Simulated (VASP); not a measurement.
A run of VASP 6.6.1 is set up as follows.

INCAR

```
SYSTEM = SnO2
ALGO = Normal
EDIFF = 1E-6
ENCUT = 520
GGA = PE
ISIF = 2
ISMEAR = 0
LASPH = .True.
LCHARG = .False.
LREAL = .False.
LWAVE = .False.
NBANDS = 20
NELM = 100
PREC = Accurate
SIGMA = 0.1
```

Contents of KPOINTS:

```
k-points
0
Gamma
  12 12 12
  0 0 0
```

The input POSCAR:

```
SnO2
1.0
    0.0000000000      2.5741500000      2.5741500000
    2.5741500000      0.0000000000      2.5741500000
    2.5741500000      2.5741500000      0.0000000000
Sn O
1 2
Direct
    0.0673523299      0.0086222637     -0.0464638813
    0.2500000000      0.2500000000      0.2500000000
    0.7500000000      0.7500000000      0.7500000000
```

Potentials or basis: VASP PAW PBE potentials, release 64 (Sn_d, O).

The run is started by

```sh
$ cat potpaw_PBE.64/Sn_d/POTCAR potpaw_PBE.64/O/POTCAR > POTCAR
$ mpirun -np 1 vasp_std > vasp.out
```

Problem. Predict the largest force.

Solution. 2.067 eV/Å.

Problem. Predict the pressure.

Solution. 4.5 GPa.

Problem. Predict the band gap on the k mesh.

Solution. Zero (band 13 reaches 7.46 eV, above the bottom of band 14 at 7.18 eV).

Forces on the atoms (eV/Å):
```
Sn   1.014 -0.586 -1.704
O   -0.257 -0.154  0.720
O   -0.757  0.739  0.984
```

Caveat: the cell differs from its parent crystal (one atom moved); spin-orbit coupling is left out, which moves the levels of the heavy elements; forces of over 1 eV/Å act on the atoms, so gaps and moduli don't describe the material at rest.
